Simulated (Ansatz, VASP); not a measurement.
# Two plane-wave programs on Ta

File INCAR:

```
SYSTEM = Ta
PREC     = Accurate       ! precision mode
ENCUT    = 520            ! plane-wave cutoff, eV
EDIFF    = 1E-7           ! SCF threshold, eV
ISMEAR   = 0              ! smearing method
SIGMA    = 0.15           ! smearing width, eV
LREAL    = .False.        ! projectors in reciprocal space
LASPH    = .True.         ! aspherical terms in the spheres
NELM     = 60             ! most SCF steps
ALGO     = Normal         ! electronic algorithm
ISIF     = 2              ! what is computed and relaxed
LWAVE    = .False.        ! write WAVECAR
LCHARG   = .False.        ! write CHGCAR
GGA      = PE             ! functional
NBANDS   = 12             ! bands
```

KPOINTS

```
Automatic mesh
0
Gamma
  20 20 20
  0 0 0
```

POSCAR

```
Ta
1.0
   -1.6582984647      1.6582984647      1.5621171538
    1.6582984647     -1.6582984647      1.5621171538
    1.6582984647      1.6582984647     -1.5621171538
Ta
1
Direct
    0.0000000000      0.0000000000      0.0000000000
```

Input for Ansatz:

```yaml
crystal:
  lattice:
    - [-1.6582984647, 1.6582984647, 1.5621171538]
    - [1.6582984647, -1.6582984647, 1.5621171538]
    - [1.6582984647, 1.6582984647, -1.5621171538]
  atoms:
    - { symbol: Ta, position: [0.0, 0.0, 0.0] }
basis:
  ecutwfc: 420
kpoints:
  mp_grid: { grid: [20, 20, 20] }
hamiltonian:
  xc: pbe
  pseudopotentials: { kind: paw, azcp: { folder: soft_1 } }
scf:
  occupations: { method: gaussian, width: 0.15 }
output:
  forces: true
  stress: true
  eigenvalues: true
```

Alike in both runs: task single point; functional PBE; k mesh 20 × 20 × 20; occupations gaussian, width 0.15 eV; no spin polarisation.

|  | VASP | Ansatz |
| --- | --- | --- |
| version | VASP 6.6.1 | Ansatz 0.2.0 |
| potentials or method | VASP PAW PBE potentials, release 64 (Ta_pv), cutoff 520 eV | scalar-relativistic, plane waves, PAW |
| valence electrons in the cell | 11 | 13 |

VASP gave:

```
gap on the k mesh at the Fermi level (eV)                     : none
pressure (GPa)                                                : 14.3
traceless stress, the component that is largest in VASP (GPa) : 4.79
```

Task: Which values does Ansatz return?

Result: gap on the k mesh at the Fermi level (eV): none; pressure (GPa): 14.1; traceless stress, the component that is largest in VASP (GPa): 4.80.

A gap of «none» marks a metal or a gap that the smearing closes. VASP's potentials hold 11 valence electrons a cell and Ansatz's 13, so a difference there can come from the potentials and not from the codes.

Neither program's run includes spin-orbit coupling.
